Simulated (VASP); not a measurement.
# CaBi2Au2 (I4/mmm) in VASP: single point with PBE

Aim: the single point of CaBi2Au2 with PBE.

Program: VASP 6.6.1. These are calculated values, not measurements. Logs are shortened: lines on timing, memory, paths and dates and some standing lists are left out, and cuts for length are marked.

**1. The cell of the first run**

Symmetry: I4/mmm, No. 139, tetragonal system. The conventional cell has a = 4.870 Å, b = 4.870 Å, c = 11.245 Å, α = 90.00°, β = 90.00°, γ = 90.00°. Within 4.9 Å of Ca (site symmetry 4/mmm) lie 10 Bi at 3.70 to 4.26 Å and 8 Au at 3.72 Å and 4 Ca at 4.87 Å. Au (site symmetry -4m2) has 4 Bi at 2.83 Å and 4 Au at 3.44 Å and 4 Ca at 3.72 Å within 3.8 Å. Bi (site symmetry 4mm) has 1 Bi at 2.72 Å and 4 Au at 2.83 Å and 4 Ca at 3.70 Å within 3.8 Å.

**2. Single point, PBE**

Input file INCAR:

```
SYSTEM = CaBi2Au2
ALGO = Normal
EDIFF = 1E-7
ENCUT = 520
GGA = PE
ISIF = 2
ISMEAR = 0
LASPH = .TRUE.
LCHARG = .FALSE.
LREAL = .FALSE.
LWAVE = .FALSE.
NBANDS = 39
NELM = 80
PREC = Accurate
SIGMA = 0.1401
```

Input file KPOINTS:

```
k-points
0
G
  8 8 8
  0 0 0
```

Input file POSCAR:

```
CaBi2Au2
1.0
    0.0000000000      4.8695240000      0.0000000000
    4.8695240000      0.0000000000      0.0000000000
    2.4347620000      2.4347620000     -5.6224870000
Ca Au Bi
1 2 2
Direct
    0.0000000000      0.0000000000      0.0000000000
    0.7500000000      0.2500000000      0.5000000000
    0.2500000000      0.7500000000      0.5000000000
    0.3790000000      0.3790000000      0.2420000000
    0.6210000000      0.6210000000      0.7580000000
```

Potentials or basis: VASP PAW PBE potentials, release 64 (Ca_sv, Au, Bi_d).

Command:

```
> cat potpaw_PBE.64/Ca_sv/POTCAR potpaw_PBE.64/Au/POTCAR potpaw_PBE.64/Bi_d/POTCAR > POTCAR
> mpirun -np 1 vasp_std > vasp.out
```

OUTCAR:

```text
SYSTEM = CaBi2Au2
   EDIFF = 1E-7
   ENCUT = 520
   GGA = PE
   ISIF = 2
   ISMEAR = 0
   LASPH = .TRUE.
   LREAL = .FALSE.
   NELM = 80
   PREC = Accurate

 ion  position               nearest neighbor table
   1  0.000  0.000  0.000-
   2  0.750  0.250  0.500-   4 2.83   5 2.83   5 2.83   4 2.83   3 3.44   3 3.44   3 3.44   3 3.44

   3  0.250  0.750  0.500-   4 2.83   5 2.83   5 2.83   4 2.83   2 3.44   2 3.44   2 3.44   2 3.44

   4  0.379  0.379  0.242-   5 2.72   3 2.83   2 2.83   3 2.83   2 2.83
   5  0.621  0.621  0.758-   4 2.72   2 2.83   3 2.83   3 2.83   2 2.83

  LATTYP: Found a body centered tetragonal cell.
 ALAT       =     4.8695240000
 C/A-ratio  =     2.3092552783

  Lattice vectors:

 A1 = (  -2.4347620000,   2.4347620000,   5.6224870000)
 A2 = (   2.4347620000,  -2.4347620000,   5.6224870000)
 A3 = (   2.4347620000,   2.4347620000,  -5.6224870000)

Analysis of symmetry for initial positions (statically):
=====================================================================
 Subroutine PRICEL returns:
 Original cell was already a primitive cell.

 Routine SETGRP: Setting up the symmetry group for a
 body centered tetragonal supercell.

 Subroutine GETGRP returns: Found 16 space group operations
 (whereof 16 operations were pure point group operations)
 out of a pool of 16 trial point group operations.

The static configuration has the point symmetry D_4h.

Analysis of symmetry for dynamics (positions and initial velocities):
=====================================================================
 Subroutine PRICEL returns:
 Original cell was already a primitive cell.

 Routine SETGRP: Setting up the symmetry group for a
 body centered tetragonal supercell.

 Subroutine GETGRP returns: Found 16 space group operations
 (whereof 16 operations were pure point group operations)
 out of a pool of 16 trial point group operations.

The dynamic configuration has the point symmetry D_4h.

 Subroutine INISYM returns: Found 16 space group operations
 (whereof 16 operations are pure point group operations),
 and found     1 'primitive' translations

----------------------------------------------------------------------------------------

                                     Primitive cell

  volume of cell :     133.3219

  direct lattice vectors                    reciprocal lattice vectors
     0.000000000  4.869524000  0.000000000     0.000000000  0.205358881  0.088928618
     4.869524000  0.000000000  0.000000000     0.205358881  0.000000000  0.088928618
     2.434762000  2.434762000 -5.622487000     0.000000000  0.000000000 -0.177857236

  length of vectors
     4.869524000  4.869524000  6.593063936     0.223786883  0.223786883  0.177857236

  position of ions in fractional coordinates (direct lattice)
     0.000000000  0.000000000  0.000000000
     0.750000000  0.250000000  0.500000000
     0.250000000  0.750000000  0.500000000
     0.379000000  0.379000000  0.242000000
     0.621000000  0.621000000  0.758000000

  ion indices of the primitive-cell ions
   primitive index   ion index
                 1           1
                 2           2
                 3           3
                 4           4
                 5           5

----------------------------------------------------------------------------------------

 KPOINTS: k-points

Automatic generation of k-mesh.
 Grid dimensions read from file:
 generate k-points for:    8    8    8

 Generating k-lattice:

  Cartesian coordinates                     Fractional coordinates (reciprocal lattice)
     0.000000000  0.025669860  0.011116077     0.125000000  0.000000000 -0.000000000
     0.025669860  0.000000000  0.011116077     0.000000000  0.125000000 -0.000000000
     0.000000000  0.000000000 -0.022232155     0.000000000  0.000000000  0.125000000

  Length of vectors
     0.027973360  0.027973360  0.022232155

  Shift w.r.t. Gamma in fractional coordinates (k-lattice)
     0.000000000  0.000000000  0.000000000

 Subroutine IBZKPT returns following result:
 ===========================================

 Found     59 irreducible k-points:

 Following reciprocal coordinates:
            Coordinates               Weight
  0.000000  0.000000  0.000000      1.000000
  0.125000  0.000000  0.000000      8.000000
  0.250000  0.000000  0.000000      8.000000
  0.375000  0.000000  0.000000      8.000000
  0.500000  0.000000  0.000000      4.000000
  0.125000  0.125000  0.000000      8.000000
[... 16 lines left out ...]
  0.250000  0.000000  0.125000      4.000000
  0.375000  0.000000  0.125000      8.000000
 [... further k-points ...]
   k-points           NKPTS =     59   k-points in BZ     NKDIM =     59   number of bands    NBANDS=     39
   number of dos      NEDOS =    301   number of ions     NIONS =      5
   total plane-waves  NPLWV =  64800
   dimension x,y,z NGX =    36 NGY =   36 NGZ =   50
   dimension x,y,z NGXF=    72 NGYF=   72 NGZF=  100
   ions per type =               1   2   2
   NGX,Y,Z   is equivalent  to a cutoff of  12.29, 12.29, 12.61 a.u.
   NGXF,Y,Z  is equivalent  to a cutoff of  24.58, 24.58, 25.22 a.u.
 SYSTEM =  CaBi2Au2
   PREC   = accura    normal or accurate (medium, high low for compatibility)
   ISTART =      0    job   : 0-new  1-cont  2-samecut
   ICHARG =      2    charge: 1-file 2-atom 10-const
   ISPIN  =      1    spin polarized calculation?
   LNONCOLLINEAR =      F non collinear calculations
   LSORBIT =      F    spin-orbit coupling
   LASPH  =      T    aspherical Exc in radial PAW
   ENCUT  =  520.0 eV  38.22 Ry    6.18 a.u.   9.05  9.05 12.26*2*pi/ulx,y,z
   NELM   =     80;   NELMIN=  2; NELMDL= -5     # of ELM steps
   EDIFF  = 0.1E-06   stopping-criterion for ELM
   LREAL  =      F    real-space projection
   EDIFFG = 0.1E-05   stopping-criterion for IOM
   NSW    =      0    number of steps for IOM
   IBRION =     -1    ionic relax: 0-MD 1-quasi-New 2-CG
   NFREE  =      0    steps in history (QN), initial steepest desc. (CG)
   ISIF   =      2    stress and relaxation
   ISYM   =      2    0-nonsym 1-usesym 2-fastsym
   POTIM  = 0.5000    time-step for ionic-motion
   TEBEG  =    0.0;   TEEND  =   0.0 temperature during run
   PSTRESS=    0.0 pullay stress
   NELECT =      62.0000    total number of electrons
   NUPDOWN=      -1.0000    fix difference up-down
   EMIN   =  10.00;   EMAX   =-10.00  energy-range for DOS
   EFERMI =   0.00;   METHOD = LEGACY
   ISMEAR =     0;   SIGMA  =   0.14  broadening in eV -4-tet -1-fermi 0-gaus
   EFERMI_NEDOS =   21; number of points for ismear=-14 and -15
   IALGO  =     38    algorithm
   IMIX   =      4    mixing-type and parameters
     AMIX     =   0.40;   BMIX     =  1.00
     AMIX_MAG =   1.60;   BMIX_MAG =  1.00
  volume/ion in A,a.u.               =      26.66       179.94
  Fermi-wavevector in a.u.,A,eV,Ry     =   1.268347  2.396829 21.887763  1.608705
  Thomas-Fermi vector in A             =   2.401447
   LORBIT       =      0    0 simple, 1 ext, 2 COOP (PROOUT), +10 PAW based schemes
   GGA     = PE    functional components
   LHFCALC =     F    Hartree Fock is set to
   AEXX    =    0.0000 exact exchange contribution
   IVDW    =     0    specifies the selected vdW correction
   LEPSILON=     F    determine dielectric tensor
   LRPA    =     F    only Hartree local field effects (RPA)
 non-spin polarized calculation
 Gauss-broadening in eV      SIGMA  =   0.14
  energy-cutoff  :      520.00
  volume of cell :      133.32
 maximum number of plane-waves:      3624
   NGX = 19   NGY = 19   NGZ = 25

 number of electron      61.9999993 magnetization

 Free energy of the ion-electron system (eV)
  ---------------------------------------------------
  ext. energy  EPLUGINS =         0.00000000
  ---------------------------------------------------
  free energy    TOTEN  =       -16.71245321 eV

  energy without entropy =      -16.69634981  energy(sigma->0) =      -16.70440151

 E-fermi :   7.2531     XC(G=0): -10.2049

 val. band max:        7.2521850985   @ k =  -0.1250   0.0000   0.2500
 cond. band min:       7.2537975919   @ k =   0.3750   0.3750   0.1250
 fundamental gap:      0.0016124934
 Fermi energy:         7.2531013044

 k-point     1 :       0.0000    0.0000    0.0000
  band No.  band energies     occupation
      1     -35.4340      2.00000
      2     -16.4573      2.00000
      3     -16.4252      2.00000
      4     -16.4252      2.00000
      5     -16.3937      2.00000
      6     -16.1729      2.00000
[... 31 lines left out ...]
     38      10.3637      0.00000
     39      10.3637      0.00000

 k-point     2 :       0.1250    0.0000    0.0000
  band No.  band energies     occupation
      1     -35.4340      2.00000
      2     -16.4584      2.00000
      3     -16.4257      2.00000
      4     -16.4247      2.00000
      5     -16.3932      2.00000
      6     -16.1750      2.00000
[... 31 lines left out ...]
     38      10.2789      0.00000
     39      10.7195      0.00000

 k-point     3 :       0.2500    0.0000    0.0000
  band No.  band energies     occupation
      1     -35.4339      2.00000
      2     -16.4609      2.00000
      3     -16.4268      2.00000
      4     -16.4236      2.00000
      5     -16.3919      2.00000
      6     -16.1802      2.00000
[... 31 lines left out ...]
     38       9.9847      0.00000
     39      10.2465      0.00000

 k-point     4 :       0.3750    0.0000    0.0000
  band No.  band energies     occupation
      1     -35.4338      2.00000
      2     -16.4632      2.00000
      3     -16.4278      2.00000
      4     -16.4225      2.00000
      5     -16.3905      2.00000
      6     -16.1854      2.00000
[... 31 lines left out ...]
     38      10.2874      0.00000
     39      10.6873      0.00000
[... 754 lines left out ...]
     38      10.2362      0.00000
     39      10.2362      0.00000

 k-point    23 :       0.2500    0.0000    0.1250
  band No.  band energies     occupation
      1     -35.4339      2.00000
      2     -16.4603      2.00000
      3     -16.4268      2.00000
      4     -16.4236      2.00000
      5     -16.3925      2.00000
      6     -16.1795      2.00000
[... 31 lines left out ...]
     38      10.1732      0.00000
     39      10.2413      0.00000

 k-point    24 :       0.3750    0.0000    0.1250
  band No.  band energies     occupation
      1     -35.4338      2.00000
      2     -16.4626      2.00000
      3     -16.4279      2.00000
      4     -16.4224      2.00000
      5     -16.3914      2.00000
      6     -16.1847      2.00000
[... 31 lines left out ...]
     38      10.3295      0.00000
     39      10.3546      0.00000

 [... further k-points ...]
[... 5 lines left out ...]
  --------------------------------------------------------------------------------------
  -------------------------------------------------------------------------------------
  Total        3.2787586      3.2787586      9.0260073      0.0000000      0.0000000      0.0000000
  in kB       39.4020246     39.4020246    108.4687859      0.0000000      0.0000000      0.0000000
  external PRESSURE =      62.4242784 kB  Pullay stress =       0.0000000 kB

 VOLUME and BASIS-vectors are now :
 -----------------------------------------------------------------------------
  energy-cutoff  :      520.00
  volume of cell :      133.32
      direct lattice vectors                 reciprocal lattice vectors
     0.000000000  4.869524000  0.000000000     0.000000000  0.205358881  0.088928618
     4.869524000  0.000000000  0.000000000     0.205358881  0.000000000  0.088928618
     2.434762000  2.434762000 -5.622487000     0.000000000  0.000000000 -0.177857236

 POSITION                                       TOTAL-FORCE (eV/Angst)
 -----------------------------------------------------------------------------------
      0.00000      0.00000      0.00000        -0.000000      0.000000      0.000000
      2.43476      4.86952     -2.81124         0.000000     -0.000000      0.000000
      4.86952      2.43476     -2.81124        -0.000000      0.000000      0.000000
      2.43476      2.43476     -1.36064        -0.000000     -0.000000     -1.943901
      4.86952      4.86952     -4.26185         0.000000      0.000000      1.943901
 -----------------------------------------------------------------------------------
    total drift:                                0.000000      0.000000     -0.000000

  FREE ENERGIE OF THE ION-ELECTRON SYSTEM (eV)
  ---------------------------------------------------
  free  energy   TOTEN  =       -16.7124532119 eV

  energy  without entropy=      -16.6963498065  energy(sigma->0) =      -16.70440151
```

Run time: 2.8 min. Hardware: 1 thread of Intel Xeon Platinum 8488C (Sapphire Rapids), shared host; peak memory 0.44 GiB.

Results:

| Property | Result |
| --- | --- |
| Free energy | -16.7125 eV |
| Pressure | 6.2 GPa |
| Largest force | 1.944 eV/Å |
| Band gap on the k mesh | zero (bands 31 and 32 overlap by 0.78 eV) |

Forces in eV/Å, atoms in the order of the input:
```
Ca   0.000  0.000  0.000
Au   0.000  0.000  0.000
Au   0.000  0.000  0.000
Bi   0.000  0.000 -1.944
Bi   0.000  0.000  1.944
```

Levels at points of the mesh, in eV from the Fermi level:
```tsv
k point	band 29	band 30	band 31	band 32	band 33	band 34
(0.00, 0.00, 0.00)	-2.06	-0.61	-0.57	-0.57	-0.14	0.14
(0.50, 0.00, 0.00)	-1.54	-0.66	-0.54	0.32	0.63	1.16
(0.50, 0.50, 0.00)	-3.22	-3.17	-1.67	0.18	1.29	1.58
(0.00, 0.00, 0.50)	-1.94	-1.11	-0.68	-0.22	1.51	1.51
```

Caveat: the stress differs along the axes, from 4 to 11 GPa; spin-orbit coupling is left out, which moves the levels of the heavy elements; forces of over 1 eV/Å act on the atoms, so gaps and moduli don't describe the material at rest.
